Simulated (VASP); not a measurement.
# InSb: relaxation of cell and atoms with PBE+D3(BJ)

InSb:

```
In Sb
1.0
     0.00000    3.23910    3.23910
     3.23910    0.00000    3.23910
     3.23910    3.23910    0.00000
In Sb
1 1
Cartesian
  0.0000 0.0000 0.0000
  4.8586 4.8586 4.8586
```

```json
{
 "Program": "VASP 6.6.1",
 "Task": "relaxation of cell and atoms",
 "Functional": "PBE",
 "Dispersion": "D3(BJ)",
 "Potentials or basis": "VASP PAW PBE potentials, release 64 (In_d, Sb)",
 "Cutoff": "600 eV",
 "k mesh": "12 × 12 × 12",
 "Occupations": "gaussian, width 0.1 eV",
 "Spin": "no spin polarisation",
 "Dipole correction": "no",
 "Further INCAR settings": "ALGO = Normal; EDIFF = 1e-07; IBRION = 2; EDIFFG = -0.005; NSW = 100; ISIF = 3"
}
```

| Item | Value |
| --- | --- |
| Relaxed volume | 35.02 Å³/atom |
| Relaxed cell | a = 4.627 Å, b = 4.627 Å, c = 4.627 Å, α = 60.00°, β = 60.00°, γ = 60.00° |
| Space group after relaxing (to 0.1 Å) | F-43m (No. 216) |
| Energy gained by relaxing | 4.3 meV/atom |
| Ionic steps | 3 |
| Pressure after relaxing | 0.0 GPa |
| Band gap on the k mesh | zero (filled and empty bands touch) |
| Dispersion energy per atom | -0.321 eV |

The path:
```tsv
step	energy change (eV)	largest force (eV/Å)	pressure (GPa)	volume (Å³)
1	0.0000	0.0000	1.36	67.97
2	-0.0074	0.0000	-0.46	70.85
3	-0.0086	0.0000	0.01	70.05
```

Final structure:
```
CELL_PARAMETERS angstrom
0.00000 3.27184 3.27184
3.27184 0.00000 3.27184
3.27184 3.27184 0.00000
ATOMIC_POSITIONS crystal
In 0.00000 0.00000 0.00000
Sb 0.75000 0.75000 0.75000
```

Levels at points of the mesh, in eV from the Fermi level:
```
           k point  band 5  band 6  band 7  band 8  band 9  band 10  band 11  band 12  band 13
(0.00, 0.00, 0.00)  -14.52  -10.59   -0.42   -0.06   -0.06    -0.06     2.91     2.91     2.91
(0.50, 0.00, 0.00)  -14.52   -9.30   -5.54   -1.02   -1.02     0.43     3.75     3.75     6.05
(0.50, 0.50, 0.00)  -14.52   -8.72   -5.85   -2.22   -2.22     1.29     1.34     7.92     7.92
```

It took 5.3 min on 1 thread of Intel Xeon 8259CL, with other jobs on the host, peak memory 0.31 GiB.

Caveat: semilocal functionals underestimate gaps, so a narrow gap can read as zero; spin-orbit coupling is left out, which moves the levels of the heavy elements. Zero-point motion and thermal expansion aren't in these numbers.
